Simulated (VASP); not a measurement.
Crystal: CdSe.

```
CELL_PARAMETERS angstrom
0.00000 3.06780 3.06780
3.06780 0.00000 3.06780
3.06780 3.06780 0.00000
ATOMIC_POSITIONS crystal
Cd 0.00000 0.00000 0.00000
Se 0.75000 0.75000 0.75000
```

Program: VASP 6.6.1. Alike in all runs: task single point; no spin polarisation; cell as given; k mesh 8 × 8 × 8; cutoff (eV) 520.

Question: Order these runs on this cell by their band gap on the k mesh, lowest first.
A. level LDA; potentials or basis VASP PAW LDA potentials, release 64 (Cd, Se); smearing gaussian 0.01 eV
B. level PBE; potentials or basis VASP PAW PBE potentials, release 64 (Cd, Se); smearing fermi-dirac 0.02 eV
C. level r2SCAN; potentials or basis VASP PAW PBE potentials, release 64 (Cd, Se); smearing gaussian 0.01 eV

Answer: A (0.31 eV), B (0.55 eV), C (1.03 eV).
